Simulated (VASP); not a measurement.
A run of VASP 6.6.1:

File INCAR:

```
  PREC = Accurate
  ENCUT = 520
  EDIFF = 1E-6
  ISMEAR = 0
  SIGMA = 0.15
  LREAL = Auto
  LASPH = T
  NELM = 100
  ALGO = Normal
  ISIF = 2
  LWAVE = F
  LCHARG = F
  GGA = PE
  IVDW = 12
  NBANDS = 52
```

The input KPOINTS:

```
Automatic mesh
0
Gamma
  4 4 1
```

File POSCAR:

```
Be27N2
1.0
    6.8700000000      0.0000000000      0.0000000000
    3.4350000000      5.9495950000      0.0000000000
    0.0000000000      0.0000000000     14.5884300000
Be N
27 2
Direct
    0.0000000000      0.0000000000      0.0685475000
    0.3333333000      0.0000000000      0.0685475000
    0.6666667000      0.0000000000      0.0685475000
    0.0000000000      0.3333333000      0.0685475000
    0.3333333000      0.3333333000      0.0685475000
    0.6666667000      0.3333333000      0.0685475000
    0.0000000000      0.6666667000      0.0685475000
    0.3333333000      0.6666667000      0.0685475000
    0.6666667000      0.6666667000      0.0685475000
   -0.1107477463      0.2218853833      0.1933462236
    0.2222032632      0.2224742430      0.1934519667
    0.5553073263      0.2220915700      0.1933703844
   -0.1112336365      0.5554733642      0.1933464388
    0.2224629098      0.5553146978      0.1934274128
    0.5554615143      0.5558131757      0.1934003704
   -0.1111832357      0.8891940176      0.1935061362
    0.2219387578      0.8889011715      0.1934090233
    0.5557797467      0.8888020433      0.1933051671
    0.0000055005      0.0000927435      0.3184117872
    0.3334011440     -0.0000673010      0.3182546836
    0.6665512690      0.0000264554      0.3183559423
   -0.0000208504      0.3333096882      0.3182319565
    0.3333854432      0.3333242052      0.3184236894
    0.6667173474      0.3331692944      0.3179894198
   -0.0000015527      0.6665743944      0.3183566889
    0.3332798283      0.6666887626      0.3182722706
    0.6666762808      0.6668188969      0.3178860314
    0.5614636437      0.5740129645      0.5668827909
    0.7269101928      0.5628667319      0.5714578002
```

Potentials or basis: VASP PAW PBE potentials, release 64 (Be, N).

Run with:

```console
$ cat potpaw_PBE.64/Be/POTCAR potpaw_PBE.64/N/POTCAR > POTCAR
$ mpirun -np 1 vasp_std > vasp.out
```

Hardware: 1 thread of Intel(R) Xeon(R) 6975P-C (Granite Rapids), with other jobs on the host.

Q: Estimate the wall time of this run.

A: It took 8.2 min on 1 thread of Intel(R) Xeon(R) 6975P-C (Granite Rapids), with other jobs on the host, peak memory 0.71 GiB. Counts: scf iterations 19, k points 10.
